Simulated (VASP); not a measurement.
# ZnS (P3m1) in VASP: notebook, part 2 of 2

VASP 6.6.1. Earlier steps stand in the parts before.

### 3 Single point, r2SCAN (the distance across one plane changed)

File POSCAR:

```
ZnS
1.0
   -3.8087369231      0.0000000000      0.0000000000
   -1.9043684615     -3.2984629317      0.0000000000
    0.0000000000      0.0000000000     16.9664651483
Zn S
4 4
Direct
    1.0000000000      1.0000000000      0.4822039893
    0.0000000000      0.0000000000      0.1148185310
    0.3333333333      0.3333333333      0.6658645535
    0.6666666667      0.6666666667      0.2984790952
    0.0000000000      1.0000000000      0.6196956100
    0.0000000000      0.0000000000      0.2523101517
    0.3333333333      0.3333333333      0.0688692304
    0.6666666667      0.6666666667      0.4362546887
```

File INCAR.step1:

```
PREC = Accurate
ENCUT = 520
ISMEAR = 0
SIGMA = 0.05
LREAL = F
LASPH = T
NELM = 100
NBANDS = 46
GGA = PE
ALGO = Normal
EDIFF = 1E-4
LWAVE = T
LCHARG = F
```

File INCAR.step2:

```
PREC = Accurate
ENCUT = 520
EDIFF = 1E-7
ISMEAR = 0
SIGMA = 0.05
LREAL = F
LASPH = T
NELM = 100
ALGO = Normal
ISIF = 2
LWAVE = F
LCHARG = F
METAGGA = R2SCAN
LMIXTAU = T
NBANDS = 46
ISTART = 1
```

File KPOINTS:

```
Automatic mesh
0
Gamma
  7 7 2
```

Potentials or basis: VASP PAW PBE potentials, release 64 (Zn, S).

On the command line:

```sh
cat potpaw_PBE.64/Zn/POTCAR potpaw_PBE.64/S/POTCAR > POTCAR
cp INCAR.step1 INCAR
mpirun -np 1 vasp_std > vasp.out
cp INCAR.step2 INCAR
mpirun -np 1 vasp_std > vasp.out
```

OUTCAR:

```text
PREC = Accurate
   ENCUT = 520
   EDIFF = 1E-7
   ISMEAR = 0
   LREAL = F
   LASPH = T
   NELM = 100
   ISIF = 2
   METAGGA = R2SCAN
   ISTART = 1

 ion  position               nearest neighbor table
   1  0.000  0.000  0.482-   5 2.33   8 2.33   8 2.33   8 2.33
   2  0.000  0.000  0.115-   6 2.33   7 2.33   7 2.33   7 2.33
   3  0.333  0.333  0.666-   5 2.33   5 2.33   5 2.33
   4  0.667  0.667  0.298-   6 2.33   6 2.33   6 2.33   8 2.34
   5  0.000  0.000  0.620-   1 2.33   3 2.33   3 2.33   3 2.33
   6  0.000  0.000  0.252-   2 2.33   4 2.33   4 2.33   4 2.33
   7  0.333  0.333  0.069-   2 2.33   2 2.33   2 2.33
   8  0.667  0.667  0.436-   1 2.33   1 2.33   1 2.33   4 2.34

  LATTYP: Found a hexagonal cell.
 ALAT       =     3.8087369230
 C/A-ratio  =     4.4546172369

  Lattice vectors:

 A1 = (   1.9043684615,   3.2984629317,   0.0000000000)
 A2 = (  -3.8087369231,   0.0000000000,   0.0000000000)
 A3 = (   0.0000000000,   0.0000000000,  16.9664651483)

Analysis of symmetry for initial positions (statically):
=====================================================================
 Subroutine PRICEL returns:
 Original cell was already a primitive cell.

 Routine SETGRP: Setting up the symmetry group for a
 hexagonal supercell.

 Subroutine GETGRP returns: Found  6 space group operations
 (whereof  6 operations were pure point group operations)
 out of a pool of 24 trial point group operations.

The static configuration has the point symmetry C_3v.

Analysis of symmetry for dynamics (positions and initial velocities):
=====================================================================
 Subroutine PRICEL returns:
 Original cell was already a primitive cell.

 Routine SETGRP: Setting up the symmetry group for a
 hexagonal supercell.

 Subroutine GETGRP returns: Found  6 space group operations
 (whereof  6 operations were pure point group operations)
 out of a pool of 24 trial point group operations.

The dynamic configuration has the point symmetry C_3v.

 Subroutine INISYM returns: Found  6 space group operations
 (whereof  6 operations are pure point group operations),
 and found     1 'primitive' translations

----------------------------------------------------------------------------------------

                                     Primitive cell

  volume of cell :     213.1493

  direct lattice vectors                    reciprocal lattice vectors
    -3.808736923  0.000000000  0.000000000    -0.262554233  0.151585757  0.000000000
    -1.904368462 -3.298462932  0.000000000     0.000000000 -0.303171514  0.000000000
     0.000000000  0.000000000 16.966465148     0.000000000  0.000000000  0.058939796

  length of vectors
     3.808736923  3.808736923 16.966465148     0.303171514  0.303171514  0.058939796

  position of ions in fractional coordinates (direct lattice)
     0.000000000  0.000000000  0.482203989
     0.000000000  0.000000000  0.114818531
     0.333333333  0.333333333  0.665864554
     0.666666667  0.666666667  0.298479095
     0.000000000  0.000000000  0.619695610
     0.000000000  0.000000000  0.252310152
     0.333333333  0.333333333  0.068869230
     0.666666667  0.666666667  0.436254689

[... 40 lines left out ...]
  0.142857  0.000000  0.000000      6.000000
  0.285714  0.000000  0.000000      6.000000
  0.428571  0.000000  0.000000      6.000000
  0.285714  0.142857  0.000000      6.000000
  0.428571  0.142857  0.000000     12.000000
[... 8 lines left out ...]
 -0.428571  0.142857  0.500000      6.000000
 -0.428571  0.285714  0.500000      6.000000
   k-points           NKPTS =     16   k-points in BZ     NKDIM =     16   number of bands    NBANDS=     46
   number of dos      NEDOS =    301   number of ions     NIONS =      8
   total plane-waves  NPLWV =  98784
   dimension x,y,z NGX =    28 NGY =   28 NGZ =  126
   dimension x,y,z NGXF=    56 NGYF=   56 NGZF=  252
   ions per type =               4   4
   NGX,Y,Z   is equivalent  to a cutoff of  12.22, 12.22, 12.35 a.u.
   NGXF,Y,Z  is equivalent  to a cutoff of  24.44, 24.44, 24.69 a.u.
 SYSTEM =  unknown system
   PREC   = accura    normal or accurate (medium, high low for compatibility)
   ISTART =      1    job   : 0-new  1-cont  2-samecut
   ICHARG =      0    charge: 1-file 2-atom 10-const
   ISPIN  =      1    spin polarized calculation?
   LNONCOLLINEAR =      F non collinear calculations
   LSORBIT =      F    spin-orbit coupling
   LASPH  =      T    aspherical Exc in radial PAW
   ENCUT  =  520.0 eV  38.22 Ry    6.18 a.u.   7.08  7.08 31.55*2*pi/ulx,y,z
   NELM   =    100;   NELMIN=  2; NELMDL=  0     # of ELM steps
   EDIFF  = 0.1E-06   stopping-criterion for ELM
   LREAL  =      F    real-space projection
   EDIFFG = 0.1E-05   stopping-criterion for IOM
   NSW    =      0    number of steps for IOM
   IBRION =     -1    ionic relax: 0-MD 1-quasi-New 2-CG
   NFREE  =      0    steps in history (QN), initial steepest desc. (CG)
   ISIF   =      2    stress and relaxation
   ISYM   =      2    0-nonsym 1-usesym 2-fastsym
   POTIM  = 0.5000    time-step for ionic-motion
   TEBEG  =    0.0;   TEEND  =   0.0 temperature during run
   PSTRESS=    0.0 pullay stress
   NELECT =      72.0000    total number of electrons
   NUPDOWN=      -1.0000    fix difference up-down
   EMIN   =  10.00;   EMAX   =-10.00  energy-range for DOS
   EFERMI =   0.00;   METHOD = LEGACY
   ISMEAR =     0;   SIGMA  =   0.05  broadening in eV -4-tet -1-fermi 0-gaus
   EFERMI_NEDOS =   21; number of points for ismear=-14 and -15
   IALGO  =     38    algorithm
   IMIX   =      4    mixing-type and parameters
     AMIX     =   0.40;   BMIX     =  1.00
     AMIX_MAG =   1.60;   BMIX_MAG =  1.00
  volume/ion in A,a.u.               =      26.64       179.80
  Fermi-wavevector in a.u.,A,eV,Ry     =   1.140139  2.154550 17.686434  1.299916
  Thomas-Fermi vector in A             =   2.276841
   LORBIT       =      0    0 simple, 1 ext, 2 COOP (PROOUT), +10 PAW based schemes
   METAGGA = R2SCAN    functional components
   LHFCALC =     F    Hartree Fock is set to
   AEXX    =    0.0000 exact exchange contribution
   IVDW    =     0    specifies the selected vdW correction
   LEPSILON=     F    determine dielectric tensor
   LRPA    =     F    only Hartree local field effects (RPA)
 non-spin polarized calculation
 Gauss-broadening in eV      SIGMA  =   0.05
  energy-cutoff  :      520.00
  volume of cell :      213.15
 maximum number of plane-waves:      5770
   NGX = 15   NGY = 15   NGZ = 63

 number of electron      72.0000019 magnetization

 Free energy of the ion-electron system (eV)
  ---------------------------------------------------
  ext. energy  EPLUGINS =         0.00000000
  ---------------------------------------------------
  free energy    TOTEN  =       -73.17460302 eV

  energy without entropy =      -73.17059855  energy(sigma->0) =      -73.17260079

 E-fermi :   1.0195     XC(G=0):  -8.2302

 val. band max:        0.9816002720   @ k =   0.1429   0.0000   0.5000
 cond. band min:       1.0433257298   @ k =   0.1429   0.0000   0.5000
 fundamental gap:      0.0617254578
 Fermi energy:         1.0195460714

 k-point     1 :       0.0000    0.0000    0.0000
  band No.  band energies     occupation
      1     -15.1381      2.00000
      2     -13.9284      2.00000
      3     -12.7190      2.00000
      4     -11.3030      2.00000
      5      -8.3747      2.00000
      6      -8.3747      2.00000
[... 773 lines left out ...]
     45       7.4660      0.00000
     46       7.6775      0.00000

------------------------ aborting loop because EDIFF is reached ----------------------------------------

  FORCE on cell =-STRESS in cart. coord.  units (eV):
  Direction    XX          YY          ZZ          XY          YZ          ZX
  --------------------------------------------------------------------------------------
  -------------------------------------------------------------------------------------
  Total       -1.8529385     -1.8529385      1.7191806      0.0000000      0.0000000     -0.0000000
  in kB      -13.9279640    -13.9279640     12.9225473      0.0000000      0.0000000     -0.0000000
  external PRESSURE =      -4.9777936 kB  Pullay stress =       0.0000000 kB

 VOLUME and BASIS-vectors are now :
 -----------------------------------------------------------------------------
  energy-cutoff  :      520.00
  volume of cell :      213.15
      direct lattice vectors                 reciprocal lattice vectors
    -3.808736923  0.000000000  0.000000000    -0.262554233  0.151585757  0.000000000
    -1.904368462 -3.298462932  0.000000000     0.000000000 -0.303171514  0.000000000
     0.000000000  0.000000000 16.966465148     0.000000000  0.000000000  0.058939796

 POSITION                                       TOTAL-FORCE (eV/Angst)
 -----------------------------------------------------------------------------------
      0.00000      0.00000      8.18130        -0.000000      0.000000     -0.779575
      0.00000      0.00000      1.94806        -0.000000      0.000000     -0.610651
     -1.90437     -1.09949     11.29737         0.000000      0.000000     -0.648727
     -3.80874     -2.19898      5.06414        -0.000000     -0.000000     -0.753476
      0.00000      0.00000     10.51404        -0.000000      0.000000      1.139318
      0.00000      0.00000      4.28081        -0.000000      0.000000      0.841017
     -1.90437     -1.09949      1.16847        -0.000000      0.000000      0.072868
     -3.80874     -2.19898      7.40170         0.000000      0.000000      0.739226
 -----------------------------------------------------------------------------------
    total drift:                                0.000001      0.000001      0.018666

  FREE ENERGIE OF THE ION-ELECTRON SYSTEM (eV)
  ---------------------------------------------------
  free  energy   TOTEN  =       -73.1746030238 eV

  energy  without entropy=      -73.1705985518  energy(sigma->0) =      -73.17260079
```

It took 11 min on 1 thread of AMD EPYC 7R13 (Zen 3), shared host; peak memory 0.38 GiB.

What came out:

```yaml
Free_energy: -73.1746 eV
Pressure: -0.5 GPa
Largest_force: 1.139 eV/Å
Band_gap_on_the_k_mesh: zero (bands 36 and 37 overlap by 0.25 eV)
```

Forces on the atoms (eV/Å):
```
Zn   0.000  0.000 -0.780
Zn   0.000  0.000 -0.611
Zn   0.000  0.000 -0.649
Zn   0.000  0.000 -0.753
S    0.000  0.000  1.139
S    0.000  0.000  0.841
S    0.000  0.000  0.073
S    0.000  0.000  0.739
```

Stress tensor (GPa, compression positive):
```
-1.39  0.00  0.00
 0.00 -1.39  0.00
 0.00  0.00  1.29
```

Caveat: the cell differs from its parent crystal (the distance across one plane changed); the PAW data sets were made with another functional, which shifts forces and pressure a little.

### 4 Single point, r2SCAN (the distance across one plane changed)

File POSCAR:

```
ZnS
1.0
   -3.8087369231      0.0000000000      0.0000000000
   -1.9043684615     -3.2984629317      0.0000000000
    0.0000000000      0.0000000000     18.4664651483
Zn S
4 4
Direct
    1.0000000000      1.0000000000      0.4430353678
    0.0000000000      0.0000000000      0.1054920142
    0.3333333333      0.3333333333      0.6117774923
    0.6666666667      0.6666666667      0.2742341387
    0.0000000000      1.0000000000      0.5693587747
    0.0000000000      0.0000000000      0.2318154211
    0.3333333333      0.3333333333      0.0632750983
    0.6666666667      0.6666666667      0.4008184518
```

File INCAR.step1:

```
  ALGO = Normal
  EDIFF = 1E-4
  ENCUT = 520
  GGA = PE
  ISMEAR = 0
  LASPH = True
  LCHARG = False
  LREAL = False
  LWAVE = True
  NBANDS = 46
  NELM = 80
  PREC = Accurate
  SIGMA = 0.05
```

File INCAR.step2:

```
  ALGO = Normal
  EDIFF = 1E-7
  ENCUT = 520
  ISIF = 2
  ISMEAR = 0
  ISTART = 1
  LASPH = True
  LCHARG = False
  LMIXTAU = True
  LREAL = False
  LWAVE = False
  METAGGA = R2SCAN
  NBANDS = 46
  NELM = 80
  PREC = Accurate
  SIGMA = 0.05
```

File KPOINTS:

```
k-points
0
Gamma
  7 7 2
```

On the command line:

```sh
cat potpaw_PBE.64/Zn/POTCAR potpaw_PBE.64/S/POTCAR > POTCAR
cp INCAR.step1 INCAR
mpirun -np 1 vasp_std > vasp.out
cp INCAR.step2 INCAR
mpirun -np 1 vasp_std > vasp.out
```

Wall time 16 min (1 thread of AMD EPYC 7R13 (Zen 3), shared host); peak memory 0.41 GiB.

The run converged. Its results:

```
Free energy            : -73.1271 eV
Largest force          : 1.112 eV/Å
Band gap on the k mesh : zero (bands 36 and 37 overlap by 0.25 eV)
```

Forces on the atoms (eV/Å):
```
Zn   0.000  0.000 -0.825
Zn   0.000  0.000 -0.568
Zn   0.000  0.000 -0.632
Zn   0.000  0.000 -0.774
S    0.000  0.000  1.112
S    0.000  0.000  0.851
S    0.000  0.000  0.089
S    0.000  0.000  0.746
```

Levels at points of the mesh, in eV from the Fermi level:
```tsv
k point	band 32	band 33	band 34	band 35	band 36	band 37	band 38	band 39	band 40	band 41
(0.00, 0.00, 0.00)	-0.93	-0.93	-0.80	-0.19	0.28	0.28	1.72	2.23	3.11	4.24
(0.00, 0.00, 0.50)	-0.93	-0.93	-0.81	-0.18	0.28	0.28	1.73	2.21	3.10	4.27
```

Caveat: the cell differs from its parent crystal (the distance across one plane changed); the PAW data sets were made with another functional, which shifts forces and pressure a little.

### 5 Overview

| cell | gap on the mesh (eV) | pressure (GPa) | largest force (eV/Å) |
| --- | --- | --- | --- |
| a = 3.809, b = 3.809, c = 13.216 Å, angles 90.0, 90.0, 60.0°, 8 atoms | 1.38 | -1.6 | 1.00 |
| a = 3.809, b = 3.809, c = 16.966 Å, angles 90.0, 90.0, 60.0°, 8 atoms | none | -0.5 | 1.14 |
| a = 3.809, b = 3.809, c = 18.466 Å, angles 90.0, 90.0, 60.0°, 8 atoms | none | - | 1.11 |

Alike in all rows: task single point; level r2SCAN; potentials or basis VASP PAW PBE potentials, release 64 (Zn, S); no spin polarisation; k mesh 7 × 7 × 2; cutoff (eV) 520; smearing gaussian 0.05 eV.

Caveats: the PAW data sets were made with another functional, which shifts forces and pressure a little; an odd mesh through Γ misses points on the zone boundary, where band edges can lie (at least some runs).

Absolute energies hang on the potentials; compare differences alone.
